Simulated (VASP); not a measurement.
# Tl (P6_3/mmc) in VASP: a series of runs

The runs below take Tl through single point, with revPBE.

All numbers are computed with VASP 6.6.1; they aren't measurements. Logs are shortened: lines on timing, memory, paths and dates and some standing lists are left out, and cuts for length are marked.

### 1 The cell of the first run

The structure is hexagonal, space group P6_3/mmc (No. 194). Conventional cell: a = 3.659 Å, b = 3.659 Å, c = 5.708 Å, α = 90.00°, β = 90.00°, γ = 120.00°. Within 4.7 Å of Tl (site symmetry -6m2) lie 12 Tl at 3.55 to 3.66 Å.

### 2 Single point, revPBE

INCAR reads:

```
PREC = Accurate ; ENCUT = 520
EDIFF = 1E-6 ; ISMEAR = -1
SIGMA = 0.1 ; LREAL = F
LASPH = T ; NELM = 60
ALGO = Normal ; ISIF = 2
LWAVE = F ; LCHARG = T
GGA = RE ; LELF = T
LVHAR = T ; NBANDS = 20
```

KPOINTS reads:

```
Automatic mesh
0
Gamma
  11 11 6
```

POSCAR reads:

```
Tl
1.0
    3.6592312162      0.0000000000      0.0000000000
   -1.8296156081      3.1689871916      0.0000000000
    0.0000000000      0.0000000000      5.7077605846
Tl
2
Direct
    0.3333333333      0.6666666667      0.2500000000
    0.6666666667      0.3333333333      0.7500000000
```

Potentials or basis: VASP PAW PBE potentials, release 64 (Tl_d).

The run is started by

```
$ cat potpaw_PBE.64/Tl_d/POTCAR > POTCAR
$ mpirun -np 1 vasp_std > vasp.out
```

OUTCAR:

```text
PREC = Accurate
   ENCUT = 520
   EDIFF = 1E-6
   ISMEAR = -1
   LREAL = F
   LASPH = T
   NELM = 60
   ISIF = 2
   GGA = RE

 ion  position               nearest neighbor table
   1  0.333  0.667  0.250-   2 3.55   2 3.55   2 3.55   2 3.55   2 3.55   2 3.55
   2  0.667  0.333  0.750-   1 3.55   1 3.55   1 3.55   1 3.55   1 3.55   1 3.55

  LATTYP: Found a hexagonal cell.
 ALAT       =     3.6592312162
 C/A-ratio  =     1.5598250691

  Lattice vectors:

 A1 = (   3.6592312162,   0.0000000000,   0.0000000000)
 A2 = (  -1.8296156081,   3.1689871916,   0.0000000000)
 A3 = (   0.0000000000,   0.0000000000,   5.7077605846)

Analysis of symmetry for initial positions (statically):
=====================================================================
 Subroutine PRICEL returns:
 Original cell was already a primitive cell.

 Routine SETGRP: Setting up the symmetry group for a
 hexagonal supercell.

 Subroutine GETGRP returns: Found 24 space group operations
 (whereof 12 operations were pure point group operations)
 out of a pool of 24 trial point group operations.

The static configuration has the point symmetry D_3d.
 The point group associated with its full space group is D_6h.

Analysis of symmetry for dynamics (positions and initial velocities):
=====================================================================
 Subroutine PRICEL returns:
 Original cell was already a primitive cell.

 Routine SETGRP: Setting up the symmetry group for a
 hexagonal supercell.

 Subroutine GETGRP returns: Found 24 space group operations
 (whereof 12 operations were pure point group operations)
 out of a pool of 24 trial point group operations.

The dynamic configuration has the point symmetry D_3d.
 The point group associated with its full space group is D_6h.

 Subroutine INISYM returns: Found 24 space group operations
 (whereof 12 operations are pure point group operations),
 and found     1 'primitive' translations

----------------------------------------------------------------------------------------

                                     Primitive cell

  volume of cell :      66.1875

  direct lattice vectors                    reciprocal lattice vectors
     3.659231216  0.000000000  0.000000000     0.273281447  0.157779117  0.000000000
    -1.829615608  3.168987192  0.000000000     0.000000000  0.315558233  0.000000000
     0.000000000  0.000000000  5.707760585     0.000000000  0.000000000  0.175200061

  length of vectors
     3.659231216  3.659231216  5.707760585     0.315558233  0.315558233  0.175200061

  position of ions in fractional coordinates (direct lattice)
     0.333333333  0.666666667  0.250000000
     0.666666667  0.333333333  0.750000000

  ion indices of the primitive-cell ions
   primitive index   ion index
                 1           1
                 2           2

----------------------------------------------------------------------------------------

 KPOINTS: Automatic mesh

Automatic generation of k-mesh.
 Grid dimensions read from file:
 generate k-points for:   11   11    6

 Generating k-lattice:

  Cartesian coordinates                     Fractional coordinates (reciprocal lattice)
     0.024843768  0.014343556  0.000000000     0.090909091  0.000000000  0.000000000
     0.000000000  0.028687112  0.000000000     0.000000000  0.090909091  0.000000000
     0.000000000  0.000000000  0.029200010     0.000000000  0.000000000  0.166666667

  Length of vectors
     0.028687112  0.028687112  0.029200010

  Shift w.r.t. Gamma in fractional coordinates (k-lattice)
     0.000000000  0.000000000  0.000000000

 Subroutine IBZKPT returns following result:
 ===========================================

 Found     64 irreducible k-points:

 Following reciprocal coordinates:
            Coordinates               Weight
  0.000000  0.000000  0.000000      1.000000
  0.090909  0.000000  0.000000      6.000000
  0.181818  0.000000  0.000000      6.000000
  0.272727  0.000000  0.000000      6.000000
  0.363636  0.000000  0.000000      6.000000
  0.454545  0.000000  0.000000      6.000000
[... 16 lines left out ...]
  0.090909  0.090909  0.166667     12.000000
  0.181818  0.090909  0.166667     24.000000
 [... further k-points ...]
   k-points           NKPTS =     64   k-points in BZ     NKDIM =     64   number of bands    NBANDS=     20
   number of dos      NEDOS =    301   number of ions     NIONS =      2
   total plane-waves  NPLWV =  32928
   dimension x,y,z NGX =    28 NGY =   28 NGZ =   42
   dimension x,y,z NGXF=    56 NGYF=   56 NGZF=   84
   ions per type =               2
   NGX,Y,Z   is equivalent  to a cutoff of  12.72, 12.72, 12.23 a.u.
   NGXF,Y,Z  is equivalent  to a cutoff of  25.44, 25.44, 24.47 a.u.
 SYSTEM =  unknown system
   PREC   = accura    normal or accurate (medium, high low for compatibility)
   ISTART =      0    job   : 0-new  1-cont  2-samecut
   ICHARG =      2    charge: 1-file 2-atom 10-const
   ISPIN  =      1    spin polarized calculation?
   LNONCOLLINEAR =      F non collinear calculations
   LSORBIT =      F    spin-orbit coupling
   LASPH  =      T    aspherical Exc in radial PAW
   ENCUT  =  520.0 eV  38.22 Ry    6.18 a.u.   6.80  6.80 10.61*2*pi/ulx,y,z
   NELM   =     60;   NELMIN=  2; NELMDL= -5     # of ELM steps
   EDIFF  = 0.1E-05   stopping-criterion for ELM
   LREAL  =      F    real-space projection
   EDIFFG = 0.1E-04   stopping-criterion for IOM
   NSW    =      0    number of steps for IOM
   IBRION =     -1    ionic relax: 0-MD 1-quasi-New 2-CG
   NFREE  =      0    steps in history (QN), initial steepest desc. (CG)
   ISIF   =      2    stress and relaxation
   ISYM   =      2    0-nonsym 1-usesym 2-fastsym
   POTIM  = 0.5000    time-step for ionic-motion
   TEBEG  =    0.0;   TEEND  =   0.0 temperature during run
   PSTRESS=    0.0 pullay stress
   NELECT =      26.0000    total number of electrons
   NUPDOWN=      -1.0000    fix difference up-down
   EMIN   =  10.00;   EMAX   =-10.00  energy-range for DOS
   EFERMI =   0.00;   METHOD = LEGACY
   ISMEAR =    -1;   SIGMA  =   0.10  broadening in eV -4-tet -1-fermi 0-gaus
   EFERMI_NEDOS =   21; number of points for ismear=-14 and -15
   IALGO  =     38    algorithm
   IMIX   =      4    mixing-type and parameters
     AMIX     =   0.40;   BMIX     =  1.00
     AMIX_MAG =   1.60;   BMIX_MAG =  1.00
  volume/ion in A,a.u.               =      33.09       223.33
  Fermi-wavevector in a.u.,A,eV,Ry     =   1.198967  2.265719 19.558674  1.437522
  Thomas-Fermi vector in A             =   2.334842
   LORBIT       =      0    0 simple, 1 ext, 2 COOP (PROOUT), +10 PAW based schemes
   GGA     = RE    functional components
   LHFCALC =     F    Hartree Fock is set to
   AEXX    =    0.0000 exact exchange contribution
   IVDW    =     0    specifies the selected vdW correction
   LEPSILON=     F    determine dielectric tensor
   LRPA    =     F    only Hartree local field effects (RPA)
 non-spin polarized calculation
  energy-cutoff  :      520.00
  volume of cell :       66.19
 maximum number of plane-waves:      1802
 NGX is ok and might be reduce to    28
   NGX = 13   NGY = 13   NGZ = 21

 number of electron      25.9999993 magnetization

 Free energy of the ion-electron system (eV)
  ---------------------------------------------------
  ext. energy  EPLUGINS =         0.00000000
  ---------------------------------------------------
  free energy    TOTEN  =        -3.83116516 eV

  energy without entropy =       -3.79911716  energy(sigma->0) =       -3.81514116

 E-fermi :   5.2550     XC(G=0):  -9.3802

 val. band max:        5.2319757285   @ k =   0.2727   0.1818   0.0000
 cond. band min:       5.3909649699   @ k =   0.3636   0.2727   0.3333
 fundamental gap:      0.1589892414
 Fermi energy:         5.2549543166

 k-point     1 :       0.0000    0.0000    0.0000
  band No.  band energies     occupation
      1      -6.3350      2.00000
      2      -6.2039      2.00000
      3      -6.2039      2.00000
      4      -6.1961      2.00000
      5      -6.1668      2.00000
      6      -6.1668      2.00000
[... 12 lines left out ...]
     19      14.9818      0.00000
     20      15.2877      0.00000

 k-point     2 :       0.0909    0.0000    0.0000
  band No.  band energies     occupation
      1      -6.3224      2.00000
      2      -6.2317      2.00000
      3      -6.1812      2.00000
      4      -6.1671      2.00000
      5      -6.1593      2.00000
      6      -6.1578      2.00000
[... 12 lines left out ...]
     19      15.2949      0.00000
     20      15.7849      0.00000

 k-point     3 :       0.1818    0.0000    0.0000
  band No.  band energies     occupation
      1      -6.3277      2.00000
      2      -6.2321      2.00000
      3      -6.1927      2.00000
      4      -6.1835      2.00000
      5      -6.1642      2.00000
      6      -6.1201      2.00000
[... 12 lines left out ...]
     19      14.1960      0.00000
     20      16.2470      0.00000

 k-point     4 :       0.2727    0.0000    0.0000
  band No.  band energies     occupation
      1      -6.3712      2.00000
      2      -6.2456      2.00000
      3      -6.2284      2.00000
      4      -6.2154      2.00000
      5      -6.1351      2.00000
      6      -6.0397      2.00000
[... 12 lines left out ...]
     19      13.5032      0.00000
     20      15.4005      0.00000

 k-point     5 :       0.3636    0.0000    0.0000
  band No.  band energies     occupation
      1      -6.4141      2.00000
      2      -6.2999      2.00000
      3      -6.2468      2.00000
      4      -6.2426      2.00000
      5      -6.0939      2.00000
      6      -6.0447      2.00000
[... 12 lines left out ...]
     19      12.9405      0.00000
     20      14.8374      0.00000
[... 353 lines left out ...]
      6      -6.0577      2.00000
[... 12 lines left out ...]
     19      12.9859      0.00000
     20      14.2629      0.00000

 k-point    22 :       0.4545    0.0000    0.1667
  band No.  band energies     occupation
      1      -6.4238      2.00000
      2      -6.3638      2.00000
      3      -6.2474      2.00000
      4      -6.2334      2.00000
      5      -6.1336      2.00000
      6      -6.0371      2.00000
[... 12 lines left out ...]
     19      12.7254      0.00000
     20      14.0165      0.00000

 k-point    23 :       0.0909    0.0909    0.1667
  band No.  band energies     occupation
      1      -6.3021      2.00000
      2      -6.2525      2.00000
      3      -6.2075      2.00000
      4      -6.1881      2.00000
      5      -6.1678      2.00000
      6      -6.1295      2.00000
[... 12 lines left out ...]
     19      14.9716      0.00000
     20      15.4366      0.00000

 k-point    24 :       0.1818    0.0909    0.1667
  band No.  band energies     occupation
      1      -6.3221      2.00000
      2      -6.2548      2.00000
      3      -6.2309      2.00000
      4      -6.1970      2.00000
      5      -6.1513      2.00000
      6      -6.0777      2.00000
[... 12 lines left out ...]
     19      14.5602      0.00000
     20      15.4661      0.00000

 [... further k-points ...]
[... 5 lines left out ...]
  --------------------------------------------------------------------------------------
  -------------------------------------------------------------------------------------
  Total       -0.0243872     -0.0243872     -0.0293025      0.0000000     -0.0000000      0.0000000
  in kB       -0.5903311     -0.5903311     -0.7093157      0.0000000     -0.0000000      0.0000000
  external PRESSURE =      -0.6299926 kB  Pullay stress =       0.0000000 kB

 VOLUME and BASIS-vectors are now :
 -----------------------------------------------------------------------------
  energy-cutoff  :      520.00
  volume of cell :       66.19
      direct lattice vectors                 reciprocal lattice vectors
     3.659231216  0.000000000  0.000000000     0.273281447  0.157779117  0.000000000
    -1.829615608  3.168987192  0.000000000     0.000000000  0.315558233  0.000000000
     0.000000000  0.000000000  5.707760585     0.000000000  0.000000000  0.175200061

 POSITION                                       TOTAL-FORCE (eV/Angst)
 -----------------------------------------------------------------------------------
     -0.00000      2.11266      1.42694        -0.000000      0.000000      0.000000
      1.82962      1.05633      4.28082         0.000000     -0.000000      0.000000
 -----------------------------------------------------------------------------------
    total drift:                               -0.000000      0.000000      0.000000

  FREE ENERGIE OF THE ION-ELECTRON SYSTEM (eV)
  ---------------------------------------------------
  free  energy   TOTEN  =        -3.8311651614 eV

  energy  without entropy=       -3.7991171603  energy(sigma->0) =       -3.81514116
```

It took 1.9 min on 1 thread of AMD EPYC 7R43 (Zen 3), shared host; peak memory 0.18 GiB.

Results:

```
Free energy            : -3.8312 eV
Pressure               : -0.1 GPa
Band gap on the k mesh : zero (band 13 reaches 8.48 eV, above the bottom of band 14 at 3.57 eV)
```

Caveat: the PAW data sets were made with another functional, which shifts forces and pressure a little; spin-orbit coupling is left out, which moves the levels of the heavy elements.

### 3 Single point, revPBE (volume scaled by 0.88)

INCAR reads:

```
PREC = Accurate
ENCUT = 520
EDIFF = 1E-7
ISMEAR = -1
SIGMA = 0.1
LREAL = False
LASPH = True
NELM = 60
ALGO = Normal
ISIF = 2
LWAVE = False
LCHARG = True
GGA = RE
LELF = True
LVHAR = True
NBANDS = 20
```

KPOINTS reads:

```
Automatic mesh
0
Gamma
  16 16 9
```

POSCAR reads:

```
Tl
1.0
    3.5065826222      0.0000000000      0.0000000000
   -1.7532913111      3.0367896313      0.0000000000
    0.0000000000      0.0000000000      5.4696554809
Tl
2
Direct
    0.3333333333      0.6666666667      0.2500000000
    0.6666666667      0.3333333333      0.7500000000
```

Potentials or basis: VASP PAW PBE potentials, release 64 (Tl_d).

The run is started by

```
$ cat potpaw_PBE.64/Tl_d/POTCAR > POTCAR
$ mpirun -np 1 vasp_std > vasp.out
```

It took 3.5 min on 1 thread of AMD EPYC 7R43 (Zen 3), shared host; peak memory 0.24 GiB.

The run converged. Its results:

```yaml
Free_energy: -3.7361 eV
Pressure: 3.8 GPa
Band_gap_on_the_k_mesh: zero (band 13 reaches 9.36 eV, above the bottom of band 14 at 4.55 eV)
```

Stress tensor (GPa, compression positive):
```
3.58 0.00 0.00
0.00 3.58 0.00
0.00 0.00 4.37
```

Levels at points of the mesh, in eV from the Fermi level:
| k point | band 11 | band 12 | band 13 | band 14 | band 15 | band 16 |
| --- | --- | --- | --- | --- | --- | --- |
| (0.00, 0.00, 0.00) | -9.93 | -4.90 | -2.69 | 7.56 | 7.56 | 9.67 |
| (0.50, 0.00, 0.00) | -5.88 | -4.75 | -0.60 | 0.69 | 1.35 | 3.64 |

Caveat: the PAW data sets were made with another functional, which shifts forces and pressure a little; spin-orbit coupling is left out, which moves the levels of the heavy elements.

### 4 Single point, revPBE (volume scaled by 0.92)

INCAR reads:

```
SYSTEM = Tl
  PREC = Accurate
  ENCUT = 520
  EDIFF = 1E-6
  ISMEAR = -1
  SIGMA = 0.1
  LREAL = .FALSE.
  LASPH = .TRUE.
  NELM = 60
  ALGO = Normal
  ISIF = 2
  LWAVE = .FALSE.
  LCHARG = .FALSE.
  GGA = RE
  NBANDS = 20
```

KPOINTS reads:

```
regular mesh
0
G
  16 16 9
  0 0 0
```

POSCAR reads:

```
Tl
1.0
    3.5589273935      0.0000000000      0.0000000000
   -1.7794636967      3.0821215330      0.0000000000
    0.0000000000      0.0000000000      5.5513041674
Tl
2
Direct
    0.3333333333      0.6666666667      0.2500000000
    0.6666666667      0.3333333333      0.7500000000
```

The run is started by

```
$ cat potpaw_PBE.64/Tl_d/POTCAR > POTCAR
$ mpirun -np 1 vasp_std > vasp.out
```

Run time: 2.2 min. Hardware: 1 thread of AMD EPYC 7R43 (Zen 3), shared host; peak memory 0.25 GiB.

Results (log left out):

| Item | Value |
| --- | --- |
| Free energy | -3.7869 eV |
| Pressure | 2.2 GPa |
| Band gap on the k mesh | zero (band 13 reaches 8.76 eV, above the bottom of band 14 at 4.23 eV) |

Stress tensor (GPa, compression positive):
```
2.01 0.00 0.00
0.00 2.01 0.00
0.00 0.00 2.56
```

Levels at points of the mesh, in eV from the Fermi level:
```tsv
k point	band 9	band 10	band 11	band 12	band 13	band 14	band 15	band 16	band 17	band 18
(0.00, 0.00, 0.00)	-11.16	-11.16	-9.64	-4.93	-2.52	7.28	7.28	9.30	9.30	9.94
(0.50, 0.00, 0.00)	-11.14	-11.11	-5.84	-4.69	-0.66	0.69	1.35	3.56	3.69	7.67
```

Caveat: the PAW data sets were made with another functional, which shifts forces and pressure a little; spin-orbit coupling is left out, which moves the levels of the heavy elements.

### 5 The runs side by side

| cell | k mesh | gap on the mesh (eV) | pressure (GPa) |
| --- | --- | --- | --- |
| a = 3.659, b = 3.659, c = 5.708 Å, angles 90.0, 90.0, 120.0°, 2 atoms | 11 × 11 × 6 | none | -0.1 |
| a = 3.507, b = 3.507, c = 5.470 Å, angles 90.0, 90.0, 120.0°, 2 atoms | 16 × 16 × 9 | none | 3.8 |
| a = 3.559, b = 3.559, c = 5.551 Å, angles 90.0, 90.0, 120.0°, 2 atoms | 16 × 16 × 9 | none | 2.2 |

Alike in all rows: task single point; level revPBE; potentials or basis VASP PAW PBE potentials, release 64 (Tl_d); no spin polarisation; cutoff (eV) 520; smearing fermi-dirac 0.1 eV.

Caveats: the PAW data sets were made with another functional, which shifts forces and pressure a little; spin-orbit coupling is left out, which moves the levels of the heavy elements.

Absolute energies hang on the potentials; compare differences alone.
